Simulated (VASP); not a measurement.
Set up this calculation in VASP 6.6.1, as the native input.

```yaml
Task: single point
Functional: HSE06
Potentials_or_basis: VASP PAW PBE potentials, release 64 (Mg, S)
Cutoff: 520 eV
k_mesh: 6 × 6 × 6
Occupations: gaussian, width 0.01 eV
Spin: no spin polarisation
Dipole_correction: no
Grid_for_exact_exchange_PRECFOCK: Normal
Further_INCAR_settings: ALGO = Normal; EDIFF = 1e-07; NBANDS = 11
Share_of_exact_exchange: 0.25
Screening_parameter: 0.2079 1/Å
```

Crystal: MgS.

```
CELL_PARAMETERS angstrom
-0.13051 2.81360 2.81360
2.81360 -0.13051 2.81360
2.81360 2.81360 -0.13051
ATOMIC_POSITIONS crystal
Mg 0.99585 0.99585 0.99585
S 0.25415 0.25415 0.25415
```

This cell differs from its parent crystal: epitaxial 111 strain +4.0%.

One way to write it, as run:

POSCAR

```
MgS
1.0
   -0.1305099322      2.8136019827      2.8136019827
    2.8136019827     -0.1305099322      2.8136019827
    2.8136019827      2.8136019827     -0.1305099322
Mg S
1 1
Direct
   -0.0041468711     -0.0041468711     -0.0041468711
    0.2541468711      0.2541468711      0.2541468711
```

INCAR.step1

```
SYSTEM = MgS
ALGO = Normal ; EDIFF = 1E-5
ENCUT = 520 ; GGA = PE
ISIF = 2 ; ISMEAR = 0
LASPH = .TRUE. ; LCHARG = .FALSE.
LREAL = .FALSE. ; LWAVE = .TRUE.
NBANDS = 11 ; NELM = 60
PREC = Accurate ; SIGMA = 0.01
```

INCAR.step2

```
SYSTEM = MgS
ALGO = Normal ; EDIFF = 1E-7
ENCUT = 520 ; GGA = PE
HFSCREEN = 0.2079 ; ISIF = 2
ISMEAR = 0 ; ISTART = 1
LASPH = .TRUE. ; LCHARG = .FALSE.
LHFCALC = .TRUE. ; LREAL = .FALSE.
LWAVE = .FALSE. ; NBANDS = 11
NELM = 60 ; PREC = Accurate
PRECFOCK = Normal ; SIGMA = 0.01
```

KPOINTS

```
k-points
0
G
  6 6 6
  0 0 0
```

Potentials or basis: VASP PAW PBE potentials, release 64 (Mg, S).

Run with:

```sh
$ cat potpaw_PBE.64/Mg/POTCAR potpaw_PBE.64/S/POTCAR > POTCAR
$ cp INCAR.step1 INCAR
$ mpirun -np 1 vasp_std > vasp.out
$ cp INCAR.step2 INCAR
$ mpirun -np 1 vasp_std > vasp.out
```

It gave:

```yaml
Pressure: -2.9 GPa
Largest_force: 0.007 eV/Å
Band_gap_on_the_k_mesh: 3.96 eV
```

Caveat: the cell differs from its parent crystal (epitaxial 111 strain +4.0%); the PAW data sets were made with another functional, which shifts forces and pressure a little.

Run time: 13 min on 1 thread of Intel(R) Xeon(R) Platinum 8488C (Sapphire Rapids), with other jobs on the host, peak memory 0.3 GiB.
